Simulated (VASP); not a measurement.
Input of a VASP 6.6.1 run:

INCAR

```
SYSTEM = Be5Au
  ALGO = Normal
  EDIFF = 1E-6
  ENCUT = 520
  GGA = PS
  ISIF = 2
  ISMEAR = 0
  LASPH = .True.
  LCHARG = .False.
  LREAL = .False.
  LWAVE = .False.
  NBANDS = 20
  NELM = 100
  PREC = Accurate
  SIGMA = 0.05
```

KPOINTS

```
k-points
0
Gamma
  6 6 6
  0 0 0
```

The input POSCAR:

```
Be5Au
1.0
    0.0000000000      3.0375327721      3.0375327721
    3.0375327721      0.0000000000      3.0375327721
    3.0375327721      3.0375327721      0.0000000000
Be Au
5 1
Direct
    0.6245895831      0.6245895831      0.6245895831
    0.1262312508      0.6245895831      0.6245895831
    0.6245895831      0.6245895831      0.1262312508
    0.6245895831      0.1262312508      0.6245895831
    0.2500000000      0.2500000000      0.2500000000
    0.0000000000      0.0000000000      0.0000000000
```

Potentials or basis: VASP PAW PBE potentials, release 64 (Be, Au).

Launch:

```console
$ cat potpaw_PBE.64/Be/POTCAR potpaw_PBE.64/Au/POTCAR > POTCAR
$ mpirun -np 1 vasp_std > vasp.out
```

**Question.** Predict the pressure.

**Answer.** 0.2 GPa.

Caveat: the PAW data sets were made with another functional, which shifts forces and pressure a little.
